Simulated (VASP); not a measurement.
# K (Im-3m) in VASP: notebook

The runs below take K through single point, with PBE.

Everything below comes from runs of VASP 6.6.1. Logs are shortened: lines on timing, memory, paths and dates and some standing lists are left out, and cuts for length are marked.

### 1 The cell of the first run

It takes space group Im-3m (No. 229, cubic). The conventional cell has a = 5.225 Å, b = 5.225 Å, c = 5.225 Å, α = 90.00°, β = 90.00°, γ = 90.00°.

### 2 Single point, PBE

Contents of INCAR:

```
  PREC = Accurate
  ENCUT = 520
  EDIFF = 1E-7
  ISMEAR = 0
  SIGMA = 0.05
  LREAL = False
  LASPH = True
  NELM = 60
  ALGO = Normal
  ISIF = 2
  LWAVE = False
  LCHARG = False
  GGA = PE
  NBANDS = 10
```

Contents of KPOINTS:

```
regular mesh
0
Gamma
  10 10 10
```

Contents of POSCAR:

```
K
1.0
   -2.6125000000      2.6125000000      2.6125000000
    2.6125000000     -2.6125000000      2.6125000000
    2.6125000000      2.6125000000     -2.6125000000
K
1
Direct
    0.0000000000      0.0000000000      0.0000000000
```

Potentials or basis: VASP PAW PBE potentials, release 64 (K_sv).

Started as:

```
cat potpaw_PBE.64/K_sv/POTCAR > POTCAR
mpirun -np 1 vasp_std > vasp.out
```

OUTCAR:

```text
PREC = Accurate
   ENCUT = 520
   EDIFF = 1E-7
   ISMEAR = 0
   LREAL = False
   LASPH = True
   NELM = 60
   ISIF = 2
   GGA = PE

 ion  position               nearest neighbor table
   1  0.000  0.000  0.000-

  LATTYP: Found a body centered cubic cell.
 ALAT       =     5.2250000000

  Lattice vectors:

 A1 = (  -2.6125000000,   2.6125000000,   2.6125000000)
 A2 = (   2.6125000000,  -2.6125000000,   2.6125000000)
 A3 = (   2.6125000000,   2.6125000000,  -2.6125000000)

Analysis of symmetry for initial positions (statically):
=====================================================================
 Subroutine PRICEL returns:
 Original cell was already a primitive cell.

 Routine SETGRP: Setting up the symmetry group for a
 body centered cubic supercell.

 Subroutine GETGRP returns: Found 48 space group operations
 (whereof 48 operations were pure point group operations)
 out of a pool of 48 trial point group operations.

The static configuration has the point symmetry O_h .

Analysis of symmetry for dynamics (positions and initial velocities):
=====================================================================
 Subroutine PRICEL returns:
 Original cell was already a primitive cell.

 Routine SETGRP: Setting up the symmetry group for a
 body centered cubic supercell.

 Subroutine GETGRP returns: Found 48 space group operations
 (whereof 48 operations were pure point group operations)
 out of a pool of 48 trial point group operations.

The dynamic configuration has the point symmetry O_h .

 Subroutine INISYM returns: Found 48 space group operations
 (whereof 48 operations are pure point group operations),
 and found     1 'primitive' translations

----------------------------------------------------------------------------------------

                                     Primitive cell

  volume of cell :      71.3229

  direct lattice vectors                    reciprocal lattice vectors
    -2.612500000  2.612500000  2.612500000     0.000000000  0.191387560  0.191387560
     2.612500000 -2.612500000  2.612500000     0.191387560  0.000000000  0.191387560
     2.612500000  2.612500000 -2.612500000     0.191387560  0.191387560  0.000000000

  length of vectors
     4.524982735  4.524982735  4.524982735     0.270662883  0.270662883  0.270662883

  position of ions in fractional coordinates (direct lattice)
     0.000000000  0.000000000  0.000000000

  ion indices of the primitive-cell ions
   primitive index   ion index
                 1           1

----------------------------------------------------------------------------------------

 KPOINTS: regular mesh

Automatic generation of k-mesh.
 Grid dimensions read from file:
 generate k-points for:   10   10   10

 Generating k-lattice:

  Cartesian coordinates                     Fractional coordinates (reciprocal lattice)
     0.000000000  0.019138756  0.019138756     0.100000000  0.000000000  0.000000000
     0.019138756  0.000000000  0.019138756     0.000000000  0.100000000  0.000000000
     0.019138756  0.019138756  0.000000000     0.000000000  0.000000000  0.100000000

  Length of vectors
     0.027066288  0.027066288  0.027066288

  Shift w.r.t. Gamma in fractional coordinates (k-lattice)
     0.000000000  0.000000000  0.000000000

 Subroutine IBZKPT returns following result:
 ===========================================

 Found     47 irreducible k-points:

 Following reciprocal coordinates:
            Coordinates               Weight
  0.000000  0.000000  0.000000      1.000000
  0.100000  0.000000  0.000000     12.000000
  0.200000  0.000000  0.000000     12.000000
  0.300000  0.000000  0.000000     12.000000
  0.400000  0.000000  0.000000     12.000000
  0.500000  0.000000  0.000000      6.000000
[... 16 lines left out ...]
  0.300000  0.300000  0.100000      8.000000
 -0.300000  0.300000  0.100000     24.000000
 [... further k-points ...]
   k-points           NKPTS =     47   k-points in BZ     NKDIM =     47   number of bands    NBANDS=     10
   number of dos      NEDOS =    301   number of ions     NIONS =      1
   total plane-waves  NPLWV =  46656
   dimension x,y,z NGX =    36 NGY =   36 NGZ =   36
   dimension x,y,z NGXF=    72 NGYF=   72 NGZF=   72
   ions per type =               1
   NGX,Y,Z   is equivalent  to a cutoff of  13.23, 13.23, 13.23 a.u.
   NGXF,Y,Z  is equivalent  to a cutoff of  26.45, 26.45, 26.45 a.u.
 SYSTEM =  unknown system
   PREC   = accura    normal or accurate (medium, high low for compatibility)
   ISTART =      0    job   : 0-new  1-cont  2-samecut
   ICHARG =      2    charge: 1-file 2-atom 10-const
   ISPIN  =      1    spin polarized calculation?
   LNONCOLLINEAR =      F non collinear calculations
   LSORBIT =      F    spin-orbit coupling
   LASPH  =      T    aspherical Exc in radial PAW
   ENCUT  =  520.0 eV  38.22 Ry    6.18 a.u.   8.41  8.41  8.41*2*pi/ulx,y,z
   NELM   =     60;   NELMIN=  2; NELMDL= -5     # of ELM steps
   EDIFF  = 0.1E-06   stopping-criterion for ELM
   LREAL  =      F    real-space projection
   EDIFFG = 0.1E-05   stopping-criterion for IOM
   NSW    =      0    number of steps for IOM
   IBRION =     -1    ionic relax: 0-MD 1-quasi-New 2-CG
   NFREE  =      0    steps in history (QN), initial steepest desc. (CG)
   ISIF   =      2    stress and relaxation
   ISYM   =      2    0-nonsym 1-usesym 2-fastsym
   POTIM  = 0.5000    time-step for ionic-motion
   TEBEG  =    0.0;   TEEND  =   0.0 temperature during run
   PSTRESS=    0.0 pullay stress
   NELECT =       9.0000    total number of electrons
   NUPDOWN=      -1.0000    fix difference up-down
   EMIN   =  10.00;   EMAX   =-10.00  energy-range for DOS
   EFERMI =   0.00;   METHOD = LEGACY
   ISMEAR =     0;   SIGMA  =   0.05  broadening in eV -4-tet -1-fermi 0-gaus
   EFERMI_NEDOS =   21; number of points for ismear=-14 and -15
   IALGO  =     38    algorithm
   IMIX   =      4    mixing-type and parameters
     AMIX     =   0.40;   BMIX     =  1.00
     AMIX_MAG =   1.60;   BMIX_MAG =  1.00
  volume/ion in A,a.u.               =      71.32       481.31
  Fermi-wavevector in a.u.,A,eV,Ry     =   0.821131  1.551714  9.173822  0.674257
  Thomas-Fermi vector in A             =   1.932236
   LORBIT       =      0    0 simple, 1 ext, 2 COOP (PROOUT), +10 PAW based schemes
   GGA     = PE    functional components
   LHFCALC =     F    Hartree Fock is set to
   AEXX    =    0.0000 exact exchange contribution
   IVDW    =     0    specifies the selected vdW correction
   LEPSILON=     F    determine dielectric tensor
   LRPA    =     F    only Hartree local field effects (RPA)
 non-spin polarized calculation
 Gauss-broadening in eV      SIGMA  =   0.05
  energy-cutoff  :      520.00
  volume of cell :       71.32
 maximum number of plane-waves:      1961
 NGX is ok and might be reduce to    36
   NGX = 17   NGY = 17   NGZ = 17

 number of electron       9.0000000 magnetization

 Free energy of the ion-electron system (eV)
  ---------------------------------------------------
  ext. energy  EPLUGINS =         0.00000000
  ---------------------------------------------------
  free energy    TOTEN  =        -1.04345668 eV

  energy without entropy =       -1.04143062  energy(sigma->0) =       -1.04244365

 E-fermi :  -0.0559     XC(G=0):  -5.7259

 val. band max:       -0.0600205490   @ k =   0.3000   0.2000   0.0000
 cond. band min:       0.0353364030   @ k =  -0.4000   0.4000   0.2000
 fundamental gap:      0.0953569520
 Fermi energy:        -0.0559453196

 k-point     1 :       0.0000    0.0000    0.0000
  band No.  band energies     occupation
      1     -32.1653      2.00000
      2     -15.6126      2.00000
      3     -15.6126      2.00000
      4     -15.6126      2.00000
      5      -2.2516      2.00000
      6       4.2731      0.00000
      7       4.2731      0.00000
      8       4.2731      0.00000
      9       5.2017      0.00000
     10       5.2017      0.00000

 k-point     2 :       0.1000    0.0000    0.0000
  band No.  band energies     occupation
      1     -32.1648      2.00000
      2     -15.6199      2.00000
      3     -15.6150      2.00000
      4     -15.6126      2.00000
      5      -2.1242      2.00000
      6       4.0735      0.00000
      7       4.1119      0.00000
      8       4.3760      0.00000
      9       5.0039      0.00000
     10       5.1708      0.00000

 k-point     3 :       0.2000    0.0000    0.0000
  band No.  band energies     occupation
      1     -32.1636      2.00000
      2     -15.6389      2.00000
      3     -15.6213      2.00000
      4     -15.6125      2.00000
      5      -1.7506      2.00000
      6       3.3578      0.00000
      7       3.7665      0.00000
      8       4.6802      0.00000
      9       4.9730      0.00000
     10       5.1407      0.00000

 k-point     4 :       0.3000    0.0000    0.0000
  band No.  band energies     occupation
      1     -32.1621      2.00000
      2     -15.6622      2.00000
      3     -15.6291      2.00000
      4     -15.6125      2.00000
      5      -1.1563      2.00000
      6       2.4388      0.00000
      7       3.4305      0.00000
      8       5.0536      0.00000
      9       5.1730      0.00000
     10       5.2105      0.00000
[... 222 lines left out ...]
 k-point    22 :      -0.2000    0.2000    0.1000
  band No.  band energies     occupation
      1     -32.1632      2.00000
      2     -15.6389      2.00000
      3     -15.6239      2.00000
      4     -15.6185      2.00000
      5      -1.6284      2.00000
      6       3.3962      0.00000
      7       3.7461      0.00000
      8       4.2975      0.00000
      9       4.6957      0.00000
     10       5.5603      0.00000

 k-point    23 :       0.3000    0.3000    0.1000
  band No.  band energies     occupation
      1     -32.1602      2.00000
      2     -15.6597      2.00000
      3     -15.6597      2.00000
      4     -15.6281      2.00000
      5       1.2082      0.00000
      6       1.2082      0.00000
      7       1.5820      0.00000
      8       3.8325      0.00000
      9       5.6769      0.00000
     10       5.6769      0.00000

 k-point    24 :      -0.3000    0.3000    0.1000
  band No.  band energies     occupation
      1     -32.1618      2.00000
      2     -15.6611      2.00000
      3     -15.6318      2.00000
      4     -15.6182      2.00000
      5      -1.0401      2.00000
      6       2.4886      0.00000
      7       3.4449      0.00000
      8       4.3526      0.00000
      9       5.1741      0.00000
     10       5.5902      0.00000

 [... further k-points ...]
[... 5 lines left out ...]
  --------------------------------------------------------------------------------------
  -------------------------------------------------------------------------------------
  Total        0.0538460      0.0538460      0.0538460     -0.0000000     -0.0000000     -0.0000000
  in kB        1.2095806      1.2095806      1.2095806     -0.0000000     -0.0000000     -0.0000000
  external PRESSURE =       1.2095806 kB  Pullay stress =       0.0000000 kB

 VOLUME and BASIS-vectors are now :
 -----------------------------------------------------------------------------
  energy-cutoff  :      520.00
  volume of cell :       71.32
      direct lattice vectors                 reciprocal lattice vectors
    -2.612500000  2.612500000  2.612500000     0.000000000  0.191387560  0.191387560
     2.612500000 -2.612500000  2.612500000     0.191387560  0.000000000  0.191387560
     2.612500000  2.612500000 -2.612500000     0.191387560  0.191387560  0.000000000

 POSITION                                       TOTAL-FORCE (eV/Angst)
 -----------------------------------------------------------------------------------
      0.00000      0.00000      0.00000         0.000000     -0.000000      0.000000
 -----------------------------------------------------------------------------------
    total drift:                               -0.000000     -0.000000      0.000000

  FREE ENERGIE OF THE ION-ELECTRON SYSTEM (eV)
  ---------------------------------------------------
  free  energy   TOTEN  =        -1.0434566847 eV

  energy  without entropy=       -1.0414306162  energy(sigma->0) =       -1.04244365
```

Run time: 38 s. Hardware: 1 thread of AMD EPYC 7R13, shared host; peak memory 0.18 GiB.

Results:

| Item | Value |
| --- | --- |
| Free energy | -1.0435 eV |
| Pressure | 0.1 GPa |

(Continued in part 2 of 2.)
